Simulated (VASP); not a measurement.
Here is a VASP 6.6.1 calculation.

The input INCAR:

```
SYSTEM = Ru
ALGO = Normal
EDIFF = 1E-6
ENCUT = 600
GGA = CA
GGA_COMPAT = .FALSE.
ISIF = 2
ISMEAR = -1
LASPH = .TRUE.
LCHARG = .TRUE.
LELF = .TRUE.
LREAL = .FALSE.
LVHAR = .TRUE.
LWAVE = .FALSE.
NBANDS = 14
NELM = 120
PREC = Accurate
SIGMA = 0.1
```

The input KPOINTS:

```
k-points
0
G
  10 10 10
  0 0 0
```

Contents of POSCAR:

```
Ru
1.0
    1.4862900998      1.4862900998      1.4862900998
   -1.4862900998      1.4862900998      1.4862900998
   -1.4862900998     -1.4862900998      1.4862900998
Ru
1
Direct
    0.0000000000      0.0000000000      0.0000000000
```

Potentials or basis: VASP PAW LDA potentials, release 64 (Ru_sv).

The run is started by

```sh
$ cat potpaw_LDA.64/Ru_sv/POTCAR > POTCAR
$ mpirun -np 1 vasp_std > vasp.out
```

**Question.** Predict the pressure.

**Answer.** 10.6 GPa.

**Question.** Estimate the band gap on the k mesh.

**Answer.** Zero (band 8 reaches 17.85 eV, above the bottom of band 9 at 14.21 eV).
